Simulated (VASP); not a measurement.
# Al3Co2Ru (P-3m1) in VASP: a series of runs

Al3Co2Ru is run at these levels: PBE; tasks: single point, relaxation of shape and atoms at fixed volume, relaxation of cell and atoms.

Program: VASP 6.6.1. These are calculated values, not measurements. Logs are shortened: lines on timing, memory, paths and dates and some standing lists are left out, and cuts for length are marked.

## Step 1: The cell of the first run

Symmetry: P-3m1, No. 164, trigonal system. Conventional cell: a = 4.244 Å, b = 4.244 Å, c = 5.205 Å, α = 90.00°, β = 90.00°, γ = 120.00°. Within 3.4 Å of Al (site symmetry 3m) lie 5 Co at 2.55 to 2.65 Å and 3 Ru at 2.61 Å and 6 Al at 2.98 to 3.04 Å. Al (site symmetry -3m) has 6 Co at 2.59 Å and 2 Ru at 2.60 Å and 6 Al at 2.98 Å within 3.4 Å. Within 3.4 Å of Co (site symmetry 3m) lie 8 Al at 2.55 to 2.65 Å and 3 Co at 2.98 Å and 3 Ru at 3.01 Å. Within 3.4 Å of Ru (site symmetry -3m) lie 8 Al at 2.60 to 2.61 Å and 6 Co at 3.01 Å.

## Step 2: Single point, PBE (13.53 Å³/atom)

File INCAR:

```
SYSTEM = Al3Co2Ru
ALGO = Fast
EDIFF = 1E-6
ENCUT = 520
GGA = PE
ISIF = 2
ISMEAR = 0
LASPH = .True.
LCHARG = .True.
LELF = .True.
LREAL = .False.
LVHAR = .True.
LWAVE = .False.
NBANDS = 30
NELM = 80
PREC = Accurate
SIGMA = 0.1
```

File KPOINTS:

```
k-points
0
Gamma
  12 12 8
  0 0 0
```

File POSCAR:

```
Al3Co2Ru
1.0
    4.2441355816      0.0000000000      0.0000000000
   -2.1220677908      3.6755292308      0.0000000000
    0.0000000000      0.0000000000      5.2052964258
Al Co Ru
3 2 1
Direct
    0.3333333333      0.6666666667      0.3271405275
    0.6666666667      0.3333333333      0.6728594725
    0.0000000000      0.0000000000      0.0000000000
    0.3333333333      0.6666666667      0.8366689898
    0.6666666667      0.3333333333      0.1633310102
    0.0000000000      0.0000000000      0.5000000000
```

Potentials or basis: VASP PAW PBE potentials, release 64 (Al, Co, Ru_pv).

Launch:

```bash
cat potpaw_PBE.64/Al/POTCAR potpaw_PBE.64/Co/POTCAR potpaw_PBE.64/Ru_pv/POTCAR > POTCAR
mpirun -np 1 vasp_std > vasp.out
```

OUTCAR:

```text
SYSTEM = Al3Co2Ru
   EDIFF = 1E-6
   ENCUT = 520
   GGA = PE
   ISIF = 2
   ISMEAR = 0
   LASPH = .True.
   LREAL = .False.
   NELM = 80
   PREC = Accurate

 ion  position               nearest neighbor table
   1  0.333  0.667  0.327-   4 2.55   5 2.59   5 2.59   5 2.59   6 2.61   6 2.61   6 2.61   4 2.65
                             3 2.98   3 2.98   3 2.98   2 3.04   2 3.04   2 3.04
   2  0.667  0.333  0.673-   5 2.55   4 2.59   4 2.59   4 2.59   6 2.61   6 2.61   6 2.61   5 2.65
                             3 2.98   3 2.98   3 2.98   1 3.04   1 3.04   1 3.04
   3  0.000  0.000  0.000-   4 2.59   5 2.59   5 2.59   4 2.59   5 2.59   4 2.59   6 2.60   6 2.60
                             1 2.98   2 2.98   1 2.98   2 2.98   2 2.98   1 2.98
   4  0.333  0.667  0.837-   1 2.55   3 2.59   3 2.59   3 2.59   2 2.59   2 2.59   2 2.59   1 2.65
                             5 2.98   5 2.98   5 2.98   6 3.01   6 3.01   6 3.01
   5  0.667  0.333  0.163-   2 2.55   3 2.59   3 2.59   3 2.59   1 2.59   1 2.59   1 2.59   2 2.65
                             4 2.98   4 2.98   4 2.98   6 3.01   6 3.01   6 3.01
   6  0.000  0.000  0.500-   3 2.60   3 2.60   1 2.61   2 2.61   2 2.61   1 2.61   2 2.61   1 2.61
                             5 3.01   4 3.01   5 3.01   4 3.01   4 3.01   5 3.01

  LATTYP: Found a hexagonal cell.
 ALAT       =     4.2441355816
 C/A-ratio  =     1.2264679876

  Lattice vectors:

 A1 = (   4.2441355816,   0.0000000000,   0.0000000000)
 A2 = (  -2.1220677908,   3.6755292308,   0.0000000000)
 A3 = (   0.0000000000,   0.0000000000,   5.2052964258)

Analysis of symmetry for initial positions (statically):
=====================================================================
 Subroutine PRICEL returns:
 Original cell was already a primitive cell.

 Routine SETGRP: Setting up the symmetry group for a
 hexagonal supercell.

 Subroutine GETGRP returns: Found 12 space group operations
 (whereof 12 operations were pure point group operations)
 out of a pool of 24 trial point group operations.

The static configuration has the point symmetry D_3d.

Analysis of symmetry for dynamics (positions and initial velocities):
=====================================================================
 Subroutine PRICEL returns:
 Original cell was already a primitive cell.

 Routine SETGRP: Setting up the symmetry group for a
 hexagonal supercell.

 Subroutine GETGRP returns: Found 12 space group operations
 (whereof 12 operations were pure point group operations)
 out of a pool of 24 trial point group operations.

The dynamic configuration has the point symmetry D_3d.

 Subroutine INISYM returns: Found 12 space group operations
 (whereof 12 operations are pure point group operations),
 and found     1 'primitive' translations

----------------------------------------------------------------------------------------

                                     Primitive cell

  volume of cell :      81.1997

  direct lattice vectors                    reciprocal lattice vectors
     4.244135582  0.000000000  0.000000000     0.235619240  0.136034832  0.000000000
    -2.122067791  3.675529231  0.000000000     0.000000000  0.272069663  0.000000000
     0.000000000  0.000000000  5.205296426     0.000000000  0.000000000  0.192112018

  length of vectors
     4.244135582  4.244135582  5.205296426     0.272069663  0.272069663  0.192112018

  position of ions in fractional coordinates (direct lattice)
     0.333333333  0.666666667  0.327140527
     0.666666667  0.333333333  0.672859473
     0.000000000  0.000000000  0.000000000
     0.333333333  0.666666667  0.836668990
     0.666666667  0.333333333  0.163331010
     0.000000000  0.000000000  0.500000000

  ion indices of the primitive-cell ions
   primitive index   ion index
                 1           1
                 2           2
                 3           3
                 4           4
                 5           5
                 6           6

----------------------------------------------------------------------------------------

 KPOINTS: k-points

Automatic generation of k-mesh.
 Grid dimensions read from file:
 generate k-points for:   12   12    8

 Generating k-lattice:

  Cartesian coordinates                     Fractional coordinates (reciprocal lattice)
     0.019634937  0.011336236  0.000000000     0.083333333  0.000000000  0.000000000
     0.000000000  0.022672472  0.000000000     0.000000000  0.083333333  0.000000000
     0.000000000  0.000000000  0.024014002     0.000000000  0.000000000  0.125000000

  Length of vectors
     0.022672472  0.022672472  0.024014002

  Shift w.r.t. Gamma in fractional coordinates (k-lattice)
     0.000000000  0.000000000  0.000000000

 Subroutine IBZKPT returns following result:
 ===========================================

 Found    131 irreducible k-points:

 Following reciprocal coordinates:
            Coordinates               Weight
  0.000000  0.000000  0.000000      1.000000
  0.083333  0.000000  0.000000      6.000000
  0.166667  0.000000  0.000000      6.000000
  0.250000  0.000000  0.000000      6.000000
  0.333333 -0.000000  0.000000      6.000000
  0.416667 -0.000000  0.000000      6.000000
[... 16 lines left out ...]
  0.166667  0.000000  0.125000      6.000000
  0.000000  0.166667  0.125000      6.000000
 [... further k-points ...]
   k-points           NKPTS =    131   k-points in BZ     NKDIM =    131   number of bands    NBANDS=     30
   number of dos      NEDOS =    301   number of ions     NIONS =      6
   total plane-waves  NPLWV =  40960
   dimension x,y,z NGX =    32 NGY =   32 NGZ =   40
   dimension x,y,z NGXF=    64 NGYF=   64 NGZF=   80
   ions per type =               3   2   1
   NGX,Y,Z   is equivalent  to a cutoff of  12.53, 12.53, 12.78 a.u.
   NGXF,Y,Z  is equivalent  to a cutoff of  25.07, 25.07, 25.55 a.u.
 SYSTEM =  Al3Co2Ru
   PREC   = accura    normal or accurate (medium, high low for compatibility)
   ISTART =      0    job   : 0-new  1-cont  2-samecut
   ICHARG =      2    charge: 1-file 2-atom 10-const
   ISPIN  =      1    spin polarized calculation?
   LNONCOLLINEAR =      F non collinear calculations
   LSORBIT =      F    spin-orbit coupling
   LASPH  =      T    aspherical Exc in radial PAW
   ENCUT  =  520.0 eV  38.22 Ry    6.18 a.u.   7.89  7.89  9.68*2*pi/ulx,y,z
   NELM   =     80;   NELMIN=  2; NELMDL= -5     # of ELM steps
   EDIFF  = 0.1E-05   stopping-criterion for ELM
   LREAL  =      F    real-space projection
   EDIFFG = 0.1E-04   stopping-criterion for IOM
   NSW    =      0    number of steps for IOM
   IBRION =     -1    ionic relax: 0-MD 1-quasi-New 2-CG
   NFREE  =      0    steps in history (QN), initial steepest desc. (CG)
   ISIF   =      2    stress and relaxation
   ISYM   =      2    0-nonsym 1-usesym 2-fastsym
   POTIM  = 0.5000    time-step for ionic-motion
   TEBEG  =    0.0;   TEEND  =   0.0 temperature during run
   PSTRESS=    0.0 pullay stress
   NELECT =      41.0000    total number of electrons
   NUPDOWN=      -1.0000    fix difference up-down
   EMIN   =  10.00;   EMAX   =-10.00  energy-range for DOS
   EFERMI =   0.00;   METHOD = LEGACY
   ISMEAR =     0;   SIGMA  =   0.10  broadening in eV -4-tet -1-fermi 0-gaus
   EFERMI_NEDOS =   21; number of points for ismear=-14 and -15
   IALGO  =     68    algorithm
   IMIX   =      4    mixing-type and parameters
     AMIX     =   0.40;   BMIX     =  1.00
     AMIX_MAG =   1.60;   BMIX_MAG =  1.00
  volume/ion in A,a.u.               =      13.53        91.33
  Fermi-wavevector in a.u.,A,eV,Ry     =   1.303621  2.463486 23.122107  1.699427
  Thomas-Fermi vector in A             =   2.434611
   LORBIT       =      0    0 simple, 1 ext, 2 COOP (PROOUT), +10 PAW based schemes
   GGA     = PE    functional components
   LHFCALC =     F    Hartree Fock is set to
   AEXX    =    0.0000 exact exchange contribution
   IVDW    =     0    specifies the selected vdW correction
   LEPSILON=     F    determine dielectric tensor
   LRPA    =     F    only Hartree local field effects (RPA)
 non-spin polarized calculation
 RMM-DIIS sequential band-by-band and
 Gauss-broadening in eV      SIGMA  =   0.10
  energy-cutoff  :      520.00
  volume of cell :       81.20
 maximum number of plane-waves:      2208
   NGX = 15   NGY = 15   NGZ = 19

 number of electron      40.9999999 magnetization

 Free energy of the ion-electron system (eV)
  ---------------------------------------------------
  ext. energy  EPLUGINS =         0.00000000
  ---------------------------------------------------
  free energy    TOTEN  =       -37.97112726 eV

  energy without entropy =      -37.96131225  energy(sigma->0) =      -37.96621975

 E-fermi :   9.1190     XC(G=0): -11.8571

 val. band max:        9.1166431445   @ k =   0.3333   0.0833   0.2500
 cond. band min:       9.1297976621   @ k =   0.1667   0.0000   0.0000
 fundamental gap:      0.0131545176
 Fermi energy:         9.1190216084

 k-point     1 :       0.0000    0.0000    0.0000
  band No.  band energies     occupation
      1     -32.8072      2.00000
      2     -32.7938      2.00000
      3     -32.7938      2.00000
      4      -0.6488      2.00000
      5       3.7289      2.00000
      6       4.3152      2.00000
[... 22 lines left out ...]
     29      14.7320      0.00000
     30      14.7634      0.00000

 k-point     2 :       0.0833    0.0000    0.0000
  band No.  band energies     occupation
      1     -32.8072      2.00000
      2     -32.7941      2.00000
      3     -32.7939      2.00000
      4      -0.5674      2.00000
      5       3.7780      2.00000
      6       4.3216      2.00000
[... 22 lines left out ...]
     29      14.7188      0.00000
     30      14.8706      0.00000

 k-point     3 :       0.1667    0.0000    0.0000
  band No.  band energies     occupation
      1     -32.8071      2.00000
      2     -32.7951      2.00000
      3     -32.7941      2.00000
      4      -0.3251      2.00000
      5       3.9072      2.00000
      6       4.3146      2.00000
[... 682 lines left out ...]
     29      14.5640      0.00000
     30      15.0273      0.00000

 k-point    24 :       0.0000    0.1667    0.1250
  band No.  band energies     occupation
      1     -32.8072      2.00000
      2     -32.7951      2.00000
      3     -32.7941      2.00000
      4      -0.2345      2.00000
      5       3.3786      2.00000
      6       4.6028      2.00000
[... 22 lines left out ...]
     29      15.2514      0.00000
     30      15.4837      0.00000

 [... further k-points ...]

------------------------ aborting loop because EDIFF is reached ----------------------------------------

  FORCE on cell =-STRESS in cart. coord.  units (eV):
  Direction    XX          YY          ZZ          XY          YZ          ZX
  --------------------------------------------------------------------------------------
  -------------------------------------------------------------------------------------
  Total       -7.3038204     -7.3038204     -7.3093462      0.0000000      0.0000000      0.0000000
  in kB     -144.1139665   -144.1139665   -144.2229977      0.0000000      0.0000000      0.0000000
  external PRESSURE =    -144.1503102 kB  Pullay stress =       0.0000000 kB

 VOLUME and BASIS-vectors are now :
 -----------------------------------------------------------------------------
  energy-cutoff  :      520.00
  volume of cell :       81.20
      direct lattice vectors                 reciprocal lattice vectors
     4.244135582  0.000000000  0.000000000     0.235619240  0.136034832  0.000000000
    -2.122067791  3.675529231  0.000000000     0.000000000  0.272069663  0.000000000
     0.000000000  0.000000000  5.205296426     0.000000000  0.000000000  0.192112018

 POSITION                                       TOTAL-FORCE (eV/Angst)
 -----------------------------------------------------------------------------------
     -0.00000      2.45035      1.70286        -0.000000      0.000000      0.000500
      2.12207      1.22518      3.50243         0.000000     -0.000000     -0.000500
      0.00000      0.00000      0.00000         0.000000      0.000000     -0.000000
     -0.00000      2.45035      4.35511        -0.000000      0.000000     -0.003767
      2.12207      1.22518      0.85019         0.000000     -0.000000      0.003767
      0.00000      0.00000      2.60265         0.000000      0.000000     -0.000000
 -----------------------------------------------------------------------------------
    total drift:                                0.000000      0.000000     -0.000000

  FREE ENERGIE OF THE ION-ELECTRON SYSTEM (eV)
  ---------------------------------------------------
  free  energy   TOTEN  =       -37.9711272561 eV

  energy  without entropy=      -37.9613122524  energy(sigma->0) =      -37.96621975
```

It took 5.3 min on 1 thread of Intel Xeon Platinum 8559C (Emerald Rapids), shared host; peak memory 0.42 GiB.

What came out:

```
Free energy            : -37.9711 eV
Pressure               : -14.4 GPa
Largest force          : 0.004 eV/Å
Band gap on the k mesh : zero (an odd number of electrons rules out a gap without spin polarisation)
```

Forces in eV/Å, atoms in the order of the input:
```
Al   0.000  0.000  0.001
Al   0.000  0.000 -0.001
Al   0.000  0.000  0.000
Co   0.000  0.000 -0.004
Co   0.000  0.000  0.004
Ru   0.000  0.000  0.000
```

Levels at points of the mesh, in eV from the Fermi level:
```tsv
k point	band 18	band 19	band 20	band 21	band 22	band 23	band 24	band 25
(0.00, 0.00, 0.00)	-0.66	-0.31	-0.31	-0.29	2.97	2.97	3.64	3.64
(0.50, 0.00, 0.00)	-0.93	-0.92	-0.73	-0.70	0.35	1.26	1.99	3.37
(0.00, 0.00, 0.50)	-0.77	0.36	0.36	2.80	2.81	2.81	3.01	4.00
(0.50, 0.00, 0.50)	-0.84	-0.82	-0.74	-0.20	0.80	1.57	2.22	2.91
```

Caveat: the cell stands under tension; the run has no spin polarisation, though such a crystal can be magnetic.

## Step 3: Single point, PBE, collinear spin, ferromagnetic start

File INCAR:

```
  PREC = Accurate
  ENCUT = 520
  EDIFF = 1E-6
  ISMEAR = 0
  SIGMA = 0.1
  LREAL = F
  LASPH = T
  NELM = 150
  ALGO = Normal
  ISIF = 2
  LWAVE = F
  LCHARG = F
  ISPIN = 2
  MAGMOM = 0 0 0 3 3 0
  LORBIT = 11
  LMAXMIX = 4
  GGA = PE
  NBANDS = 34
```

File KPOINTS:

```
regular mesh
0
Gamma
  6 6 4
```

File POSCAR:

```
Al3Co2Ru
1.0
    4.2453795000      0.0000000000      0.0000000000
   -2.1226897500      3.6766065000      0.0000000000
    0.0000000000      0.0000000000      5.1995067700
Al Co Ru
3 2 1
Direct
    0.3333333300      0.6666666700      0.3333333300
    0.6666666700      0.3333333300      0.6666666700
    0.0000000000      0.0000000000      0.0000000000
    0.3333333300      0.6666666700      0.8333333300
    0.6666666700      0.3333333300      0.1666666700
    0.0000000000      0.0000000000      0.5000000000
```

Potentials or basis: VASP PAW PBE potentials, release 64 (Al, Co, Ru_pv).

Launch:

```bash
cat potpaw_PBE.64/Al/POTCAR potpaw_PBE.64/Co/POTCAR potpaw_PBE.64/Ru_pv/POTCAR > POTCAR
mpirun -np 1 vasp_std > vasp.out
```

Run time: 2.2 min. Hardware: 1 thread of Intel Xeon Platinum 8559C (Emerald Rapids), shared host; peak memory 0.29 GiB.

It converged, with:

```yaml
Free_energy: -37.9499 eV
Pressure: -14.0 GPa
Largest_force: 0.235 eV/Å
Net_moment: 0.00 μB per cell
Valence_electrons_inside_the_program's_atomic_spheres: Al 0.77, 0.76 (each value once); Co 8.20; Ru 12.76
```

Forces in eV/Å, atoms in the order of the input:
```
Al   0.000  0.000 -0.235
Al   0.000  0.000  0.235
Al   0.000  0.000  0.000
Co   0.000  0.000  0.193
Co   0.000  0.000 -0.193
Ru   0.000  0.000  0.000
```

Stress tensor (GPa, compression positive):
```
-14.14   0.00   0.00
  0.00 -14.14   0.00
  0.00   0.00 -13.81
```

Levels at points of the mesh, in eV from the Fermi level:
Spin up:
```
           k point  band 19  band 20  band 21  band 22  band 23  band 24
(0.00, 0.00, 0.00)    -0.28    -0.28    -0.24     2.99     2.99     3.72
(0.50, 0.00, 0.00)    -0.89    -0.68    -0.66     0.38     1.29     2.06
(0.00, 0.00, 0.50)     0.40     0.40     2.84     2.88     2.88     3.02
(0.50, 0.00, 0.50)    -0.78    -0.72    -0.16     0.84     1.55     2.31
```
Spin down:
```
           k point  band 18  band 19  band 20  band 21  band 22  band 23  band 24  band 25
(0.00, 0.00, 0.00)    -0.64    -0.28    -0.28    -0.24     2.99     2.99     3.72     3.72
(0.50, 0.00, 0.00)    -0.89    -0.89    -0.68    -0.66     0.38     1.29     2.06     3.39
(0.00, 0.00, 0.50)    -0.75     0.40     0.40     2.84     2.88     2.88     3.02     4.02
(0.50, 0.00, 0.50)    -0.81    -0.77    -0.71    -0.16     0.84     1.55     2.31     2.95
```

Caveat: the cell stands under tension.

## Step 4: Relaxation of shape and atoms at fixed volume, PBE (11.93 Å³/atom)

This run uses another cell than the first one, of 11.93 Å³/atom.

File INCAR:

```
SYSTEM = Al3Co2Ru
PREC     = Accurate       ! precision mode
ENCUT    = 600            ! plane-wave cutoff, eV
EDIFF    = 1E-6           ! SCF threshold, eV
ISMEAR   = 0              ! smearing method
SIGMA    = 0.1            ! smearing width, eV
LREAL    = .False.        ! projectors in reciprocal space
LASPH    = .True.         ! aspherical terms in the spheres
NELM     = 60             ! most SCF steps
ALGO     = Fast           ! electronic algorithm
ISIF     = 4              ! what is computed and relaxed
LWAVE    = .False.        ! write WAVECAR
LCHARG   = .False.        ! write CHGCAR
GGA      = PE             ! functional
IBRION   = 2              ! ionic algorithm
NSW      = 50             ! ionic steps
EDIFFG   = -0.01          ! ionic threshold
```

File KPOINTS:

```
Automatic mesh
0
Gamma
  12 12 8
  0 0 0
```

File POSCAR:

```
Al3Co2Ru
1.0
    4.0684242200      0.0000000000      0.0000000000
   -2.0342121100      3.5233587279      0.0000000000
    0.0000000000      0.0000000000      4.9951732055
Al Co Ru
3 2 1
Direct
    0.3333333333      0.6666666667      0.3253947196
    0.6666666667      0.3333333333      0.6746052804
    0.0000000000      0.0000000000      0.0000000000
    0.3333333333      0.6666666667      0.8367133063
    0.6666666667      0.3333333333      0.1632866937
    0.0000000000      0.0000000000      0.5000000000
```

Launch:

```bash
cat potpaw_PBE.64/Al/POTCAR potpaw_PBE.64/Co/POTCAR potpaw_PBE.64/Ru_pv/POTCAR > POTCAR
mpirun -np 1 vasp_std > vasp.out
```

Run time: 5.9 min. Hardware: 1 thread of Intel Xeon Platinum 8559C (Emerald Rapids), shared host; peak memory 0.45 GiB.

The run converged. Its results:

| Quantity | Value |
| --- | --- |
| Free energy | -38.2939 eV |
| Energy gained by relaxing | 0.0 meV/atom |
| Ionic steps | 3 |
| Pressure after relaxing | 5.9 GPa |
| Largest force after relaxing | 0.007 eV/Å |
| Band gap on the k mesh | zero (an odd number of electrons rules out a gap without spin polarisation) |

Forces in eV/Å, atoms in the order of the input:
```
Al   0.000  0.000  0.002
Al   0.000  0.000 -0.002
Al   0.000  0.000  0.000
Co   0.000  0.000 -0.007
Co   0.000  0.000  0.007
Ru   0.000  0.000  0.000
```

Final structure:
```yaml
crystal:
  lattice:
    - [4.06799, 0.00000, 0.00000]
    - [-2.03399, 3.52298, 0.00000]
    - [0.00000, 0.00000, 4.99625]
  atoms:
    - { symbol: Al, position: [0.33333, 0.66667, 0.32490] }
    - { symbol: Al, position: [0.66667, 0.33333, 0.67510] }
    - { symbol: Al, position: [0.00000, 0.00000, 0.00000] }
    - { symbol: Co, position: [0.33333, 0.66667, 0.83673] }
    - { symbol: Co, position: [0.66667, 0.33333, 0.16327] }
    - { symbol: Ru, position: [0.00000, 0.00000, 0.50000] }
```

Levels at points of the mesh, in eV from the Fermi level:
| k point | band 17 | band 18 | band 19 | band 20 | band 21 | band 22 | band 23 | band 24 |
| --- | --- | --- | --- | --- | --- | --- | --- | --- |
| (0.00, 0.00, 0.00) | -0.79 | -0.79 | -0.36 | -0.36 | -0.32 | 3.36 | 3.36 | 4.06 |
| (0.50, 0.00, 0.00) | -1.16 | -1.12 | -1.09 | -0.86 | -0.84 | 0.45 | 1.54 | 2.37 |
| (0.00, 0.00, 0.50) | -0.93 | -0.93 | 0.46 | 0.46 | 2.91 | 2.91 | 3.12 | 3.81 |
| (0.50, 0.00, 0.50) | -1.07 | -1.00 | -0.99 | -0.89 | -0.22 | 1.01 | 1.84 | 2.58 |

Caveat: the run has no spin polarisation, though such a crystal can be magnetic.

(Part 1 of 2 ends here.)
